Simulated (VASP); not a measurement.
# Al (Im-3m) in VASP: a series of runs

Al is run at these levels: r2SCAN, PBE-based screened hybrid with 25 % exact exchange; tasks: single point, relaxation of cell and atoms.

Program: VASP 6.6.1. These are calculated values, not measurements. Logs are shortened: lines on timing, memory, paths and dates and some standing lists are left out, and cuts for length are marked.

## 1. The cell of the first run

The structure is cubic, space group Im-3m (No. 229). Conventional cell: a = 3.204 Å, b = 3.204 Å, c = 3.204 Å, α = 90.00°, β = 90.00°, γ = 90.00°. Within 3.7 Å of Al (site symmetry m-3m) lie 14 Al at 2.77 to 3.20 Å.

This isn't the form of Al at room conditions, which is fcc.

## 2. Single point, r2SCAN (16.44 Å³/atom)

The input, POSCAR:

```
Al
1.0
   -1.6017568692      1.6017568692      1.6017568692
    1.6017568692     -1.6017568692      1.6017568692
    1.6017568692      1.6017568692     -1.6017568692
Al
1
Direct
    0.0000000000      0.0000000000      0.0000000000
```

The input, INCAR.step1:

```
SYSTEM = Al
PREC     = Accurate       ! precision mode
ENCUT    = 550            ! plane-wave cutoff, eV
ISMEAR   = -1             ! smearing method
SIGMA    = 0.05           ! smearing width, eV
LREAL    = .False.        ! projectors in reciprocal space
LASPH    = .True.         ! aspherical terms in the spheres
NELM     = 120            ! most SCF steps
NBANDS   = 8              ! bands
GGA      = PE             ! functional
ALGO     = Normal         ! electronic algorithm
EDIFF    = 1E-5           ! SCF threshold, eV
LWAVE    = .True.         ! write WAVECAR
LCHARG   = .False.        ! write CHGCAR
GGA_COMPAT= .False.
```

The input, INCAR.step2:

```
SYSTEM = Al
PREC     = Accurate       ! precision mode
ENCUT    = 550            ! plane-wave cutoff, eV
EDIFF    = 1E-6           ! SCF threshold, eV
ISMEAR   = -1             ! smearing method
SIGMA    = 0.05           ! smearing width, eV
LREAL    = .False.        ! projectors in reciprocal space
LASPH    = .True.         ! aspherical terms in the spheres
NELM     = 120            ! most SCF steps
ALGO     = Normal         ! electronic algorithm
ISIF     = 2              ! what is computed and relaxed
LWAVE    = .False.        ! write WAVECAR
LCHARG   = .False.        ! write CHGCAR
METAGGA  = R2SCAN         ! meta-GGA
LMIXTAU  = .True.       
NBANDS   = 8              ! bands
ISTART   = 1            
GGA_COMPAT= .False.
```

The input, KPOINTS:

```
Automatic mesh
0
Gamma
  12 12 12
  0 0 0
```

Potentials or basis: VASP PAW PBE potentials, release 64 (Al).

The run is started by

```bash
cat potpaw_PBE.64/Al/POTCAR > POTCAR
cp INCAR.step1 INCAR
mpirun -np 1 vasp_std > vasp.out
cp INCAR.step2 INCAR
mpirun -np 1 vasp_std > vasp.out
```

OUTCAR:

```text
SYSTEM = Al
   PREC = Accurate
   ENCUT = 550
   EDIFF = 1E-6
   ISMEAR = -1
   LREAL = .False.
   LASPH = .True.
   NELM = 120
   ISIF = 2
   METAGGA = R2SCAN
   ISTART = 1

 ion  position               nearest neighbor table
   1  0.000  0.000  0.000-

  LATTYP: Found a body centered cubic cell.
 ALAT       =     3.2035137384

  Lattice vectors:

 A1 = (  -1.6017568692,   1.6017568692,   1.6017568692)
 A2 = (   1.6017568692,  -1.6017568692,   1.6017568692)
 A3 = (   1.6017568692,   1.6017568692,  -1.6017568692)

Analysis of symmetry for initial positions (statically):
=====================================================================
 Subroutine PRICEL returns:
 Original cell was already a primitive cell.

 Routine SETGRP: Setting up the symmetry group for a
 body centered cubic supercell.

 Subroutine GETGRP returns: Found 48 space group operations
 (whereof 48 operations were pure point group operations)
 out of a pool of 48 trial point group operations.

The static configuration has the point symmetry O_h .

Analysis of symmetry for dynamics (positions and initial velocities):
=====================================================================
 Subroutine PRICEL returns:
 Original cell was already a primitive cell.

 Routine SETGRP: Setting up the symmetry group for a
 body centered cubic supercell.

 Subroutine GETGRP returns: Found 48 space group operations
 (whereof 48 operations were pure point group operations)
 out of a pool of 48 trial point group operations.

The dynamic configuration has the point symmetry O_h .

 Subroutine INISYM returns: Found 48 space group operations
 (whereof 48 operations are pure point group operations),
 and found     1 'primitive' translations

----------------------------------------------------------------------------------------

                                     Primitive cell

  volume of cell :      16.4380

  direct lattice vectors                    reciprocal lattice vectors
    -1.601756869  1.601756869  1.601756869     0.000000000  0.312157238  0.312157238
     1.601756869 -1.601756869  1.601756869     0.312157238  0.000000000  0.312157238
     1.601756869  1.601756869 -1.601756869     0.312157238  0.312157238  0.000000000

  length of vectors
     2.774324279  2.774324279  2.774324279     0.441456999  0.441456999  0.441456999

  position of ions in fractional coordinates (direct lattice)
     0.000000000  0.000000000  0.000000000

  ion indices of the primitive-cell ions
   primitive index   ion index
                 1           1

----------------------------------------------------------------------------------------

 KPOINTS: Automatic mesh

Automatic generation of k-mesh.
 Grid dimensions read from file:
 generate k-points for:   12   12   12

 Generating k-lattice:

  Cartesian coordinates                     Fractional coordinates (reciprocal lattice)
     0.000000000  0.026013103  0.026013103     0.083333333  0.000000000  0.000000000
     0.026013103  0.000000000  0.026013103     0.000000000  0.083333333  0.000000000
     0.026013103  0.026013103  0.000000000     0.000000000  0.000000000  0.083333333

  Length of vectors
     0.036788083  0.036788083  0.036788083

  Shift w.r.t. Gamma in fractional coordinates (k-lattice)
     0.000000000  0.000000000  0.000000000

 Subroutine IBZKPT returns following result:
 ===========================================

 Found     72 irreducible k-points:

 Following reciprocal coordinates:
            Coordinates               Weight
  0.000000  0.000000  0.000000      1.000000
  0.083333  0.000000  0.000000     12.000000
  0.166667  0.000000  0.000000     12.000000
  0.250000  0.000000  0.000000     12.000000
  0.333333  0.000000  0.000000     12.000000
  0.416667  0.000000  0.000000     12.000000
[... 16 lines left out ...]
  0.333333  0.083333  0.083333     24.000000
  0.416667  0.083333  0.083333     12.000000
 [... further k-points ...]
   k-points           NKPTS =     72   k-points in BZ     NKDIM =     72   number of bands    NBANDS=      8
   number of dos      NEDOS =    301   number of ions     NIONS =      1
   total plane-waves  NPLWV =  13824
   dimension x,y,z NGX =    24 NGY =   24 NGZ =   24
   dimension x,y,z NGXF=    48 NGYF=   48 NGZF=   48
   ions per type =               1
   NGX,Y,Z   is equivalent  to a cutoff of  14.38, 14.38, 14.38 a.u.
   NGXF,Y,Z  is equivalent  to a cutoff of  28.76, 28.76, 28.76 a.u.
 SYSTEM =  Al
   PREC   = accura    normal or accurate (medium, high low for compatibility)
   ISTART =      1    job   : 0-new  1-cont  2-samecut
   ICHARG =      0    charge: 1-file 2-atom 10-const
   ISPIN  =      1    spin polarized calculation?
   LNONCOLLINEAR =      F non collinear calculations
   LSORBIT =      F    spin-orbit coupling
   LASPH  =      T    aspherical Exc in radial PAW
   ENCUT  =  550.0 eV  40.42 Ry    6.36 a.u.   5.31  5.31  5.31*2*pi/ulx,y,z
   NELM   =    120;   NELMIN=  2; NELMDL=  0     # of ELM steps
   EDIFF  = 0.1E-05   stopping-criterion for ELM
   LREAL  =      F    real-space projection
   EDIFFG = 0.1E-04   stopping-criterion for IOM
   NSW    =      0    number of steps for IOM
   IBRION =     -1    ionic relax: 0-MD 1-quasi-New 2-CG
   NFREE  =      0    steps in history (QN), initial steepest desc. (CG)
   ISIF   =      2    stress and relaxation
   ISYM   =      2    0-nonsym 1-usesym 2-fastsym
   POTIM  = 0.5000    time-step for ionic-motion
   TEBEG  =    0.0;   TEEND  =   0.0 temperature during run
   PSTRESS=    0.0 pullay stress
   NELECT =       3.0000    total number of electrons
   NUPDOWN=      -1.0000    fix difference up-down
   EMIN   =  10.00;   EMAX   =-10.00  energy-range for DOS
   EFERMI =   0.00;   METHOD = LEGACY
   ISMEAR =    -1;   SIGMA  =   0.05  broadening in eV -4-tet -1-fermi 0-gaus
   EFERMI_NEDOS =   21; number of points for ismear=-14 and -15
   IALGO  =     38    algorithm
   IMIX   =      4    mixing-type and parameters
     AMIX     =   0.40;   BMIX     =  1.00
     AMIX_MAG =   1.60;   BMIX_MAG =  1.00
  volume/ion in A,a.u.               =      16.44       110.93
  Fermi-wavevector in a.u.,A,eV,Ry     =   0.928607  1.754813 11.732455  0.862311
  Thomas-Fermi vector in A             =   2.054802
   LORBIT       =      0    0 simple, 1 ext, 2 COOP (PROOUT), +10 PAW based schemes
   METAGGA = R2SCAN    functional components
   LHFCALC =     F    Hartree Fock is set to
   AEXX    =    0.0000 exact exchange contribution
   IVDW    =     0    specifies the selected vdW correction
   LEPSILON=     F    determine dielectric tensor
   LRPA    =     F    only Hartree local field effects (RPA)
 non-spin polarized calculation
  energy-cutoff  :      550.00
  volume of cell :       16.44
 maximum number of plane-waves:       496
 NGX is ok and might be reduce to    24
   NGX = 11   NGY = 11   NGZ = 11

 number of electron       3.0000000 magnetization

 Free energy of the ion-electron system (eV)
  ---------------------------------------------------
  ext. energy  EPLUGINS =         0.00000000
  ---------------------------------------------------
  free energy    TOTEN  =        -6.61884426 eV

  energy without entropy =       -6.61465667  energy(sigma->0) =       -6.61675047

 E-fermi :   8.0646     XC(G=0): -10.9354

 val. band max:        7.9491573424   @ k =   0.3333   0.0833   0.0000
 cond. band min:       8.1106539379   @ k =  -0.4167   0.4167   0.2500
 fundamental gap:      0.1614965955
 Fermi energy:         8.0645779902

 k-point     1 :       0.0000    0.0000    0.0000
  band No.  band energies     occupation
      1      -3.8146      2.00000
      2      22.1291      0.00000
      3      22.1291      0.00000
      4      22.1293      0.00000
      5      24.0445      0.00000
      6      24.0445      0.00000
      7      24.0446      0.00000
      8      25.3644      0.00000

 k-point     2 :       0.0833    0.0000    0.0000
  band No.  band energies     occupation
      1      -3.6014      2.00000
      2      19.8935      0.00000
      3      20.9903      0.00000
      4      21.3136      0.00000
      5      23.0900      0.00000
      6      24.0475      0.00000
      7      24.7576      0.00000
      8      25.5329      0.00000

 k-point     3 :       0.1667    0.0000    0.0000
  band No.  band energies     occupation
      1      -2.9638      2.00000
      2      16.2490      0.00000
      3      19.5583      0.00000
      4      19.8640      0.00000
      5      21.6278      0.00000
      6      22.8651      0.00000
      7      25.7491      0.00000
      8      26.0535      0.00000

 k-point     4 :       0.2500    0.0000    0.0000
  band No.  band energies     occupation
      1      -1.9073      2.00000
      2      12.6555      0.00000
      3      18.4080      0.00000
      4      18.5509      0.00000
      5      20.3830      0.00000
      6      21.8578      0.00000
      7      26.8646      0.00000
      8      26.9747      0.00000

 k-point     5 :       0.3333    0.0000    0.0000
  band No.  band energies     occupation
      1      -0.4415      2.00000
      2       9.3384      0.00000
      3      17.5657      0.00000
      4      17.5826      0.00000
      5      19.4713      0.00000
      6      21.0563      0.00000
      7      27.9670      0.00000
      8      28.5067      0.00000
[... 177 lines left out ...]
 k-point    22 :       0.2500    0.0833    0.0833
  band No.  band energies     occupation
      1      -0.0257      2.00000
      2       9.7100      0.00000
      3      14.0522      0.00000
      4      14.9186      0.00000
      5      23.6276      0.00000
      6      24.1733      0.00000
      7      28.2235      0.00000
      8      28.6699      0.00000

 k-point    23 :       0.3333    0.0833    0.0833
  band No.  band energies     occupation
      1       1.8259      2.00000
      2       6.7529      2.00000
      3      13.4566      0.00000
      4      14.3712      0.00000
      5      23.1165      0.00000
      6      23.7509      0.00000
      7      29.5260      0.00000
      8      30.5175      0.00000

 k-point    24 :       0.4167    0.0833    0.0833
  band No.  band energies     occupation
      1       3.7390      2.00000
      2       4.4697      2.00000
      3      13.2576      0.00000
      4      14.1878      0.00000
      5      22.9406      0.00000
      6      23.6032      0.00000
      7      30.3207      0.00000
      8      31.7757      0.00000

 [... further k-points ...]

------------------------ aborting loop because EDIFF is reached ----------------------------------------

  FORCE on cell =-STRESS in cart. coord.  units (eV):
  Direction    XX          YY          ZZ          XY          YZ          ZX
  --------------------------------------------------------------------------------------
  -------------------------------------------------------------------------------------
  Total       -0.1510873     -0.1510873     -0.1510873      0.0000000     -0.0000000      0.0000000
  in kB      -14.7261391    -14.7261391    -14.7261391      0.0000000     -0.0000000      0.0000000
  external PRESSURE =     -14.7261391 kB  Pullay stress =       0.0000000 kB

 VOLUME and BASIS-vectors are now :
 -----------------------------------------------------------------------------
  energy-cutoff  :      550.00
  volume of cell :       16.44
      direct lattice vectors                 reciprocal lattice vectors
    -1.601756869  1.601756869  1.601756869     0.000000000  0.312157238  0.312157238
     1.601756869 -1.601756869  1.601756869     0.312157238  0.000000000  0.312157238
     1.601756869  1.601756869 -1.601756869     0.312157238  0.312157238  0.000000000

 POSITION                                       TOTAL-FORCE (eV/Angst)
 -----------------------------------------------------------------------------------
      0.00000      0.00000      0.00000         0.000000      0.000000      0.000000
 -----------------------------------------------------------------------------------
    total drift:                                0.000000     -0.000000     -0.000000

  FREE ENERGIE OF THE ION-ELECTRON SYSTEM (eV)
  ---------------------------------------------------
  free  energy   TOTEN  =        -6.6188442644 eV

  energy  without entropy=       -6.6146566725  energy(sigma->0) =       -6.61675047
```

It took 9.9 s on 1 thread of Intel Xeon 6975P-C (Granite Rapids), shared host; peak memory 0.13 GiB.

Results:

| Item | Value |
| --- | --- |
| Free energy | -6.6188 eV |
| Pressure | -1.5 GPa |
| Band gap on the k mesh | zero (an odd number of electrons rules out a gap without spin polarisation) |

Caveat: the PAW data sets were made with another functional, which shifts forces and pressure a little.

## 3. Single point, PBE-based screened hybrid with 25 % exact exchange

This run uses another cell than the first one, of 17.12 Å³/atom.

The input, POSCAR:

```
Al
1.0
   -1.6237030590      1.6237030590      1.6237030590
    1.6237030590     -1.6237030590      1.6237030590
    1.6237030590      1.6237030590     -1.6237030590
Al
1
Direct
    0.0000000000      0.0000000000      0.0000000000
```

The input, INCAR.step1:

```
ALGO = Normal ; EDIFF = 1E-5
ENCUT = 520 ; GGA = PE
ISIF = 2 ; ISMEAR = -1
LASPH = True ; LCHARG = False
LREAL = False ; LWAVE = True
NBANDS = 8 ; NELM = 100
PREC = Accurate ; SIGMA = 0.025
```

The input, INCAR.step2:

```
AEXX = 0.25 ; ALGO = Normal
EDIFF = 1E-6 ; ENCUT = 520
GGA = PE ; HFSCREEN = 0.3
ISIF = 2 ; ISMEAR = -1
ISTART = 1 ; LASPH = True
LCHARG = False ; LHFCALC = True
LREAL = False ; LWAVE = False
NBANDS = 8 ; NELM = 100
PREC = Accurate ; PRECFOCK = Normal
SIGMA = 0.025
```

The input, KPOINTS:

```
k-points
0
Gamma
  8 8 8
```

Potentials or basis: VASP PAW PBE potentials, release 64 (Al).

The run is started by

```bash
cat potpaw_PBE.64/Al/POTCAR > POTCAR
cp INCAR.step1 INCAR
mpirun -np 1 vasp_std > vasp.out
cp INCAR.step2 INCAR
mpirun -np 1 vasp_std > vasp.out
```

It took 1.9 min on 1 thread of Intel Xeon 6975P-C (Granite Rapids), shared host; peak memory 0.23 GiB.

The run converged. Its results:

* Free energy: -3.8671 eV
* Pressure: -0.7 GPa
* Band gap on the k mesh: zero (an odd number of electrons rules out a gap without spin polarisation)

Levels at points of the mesh, in eV from the Fermi level:
```csv
k point,band 1,band 2,band 3,band 4
"(0.00, 0.00, 0.00)",-12.35,13.85,13.85,13.85
"(0.50, 0.00, 0.00)",-4.81,-4.38,8.41,8.72
"(0.50, 0.50, 0.50)",3.12,3.12,3.12,4.33
```

Caveat: the PAW data sets were made with another functional, which shifts forces and pressure a little.

(Continued in part 2 of 2.)

The gap in the log of VASP goes by the Fermi energy; the results here count the filled bands.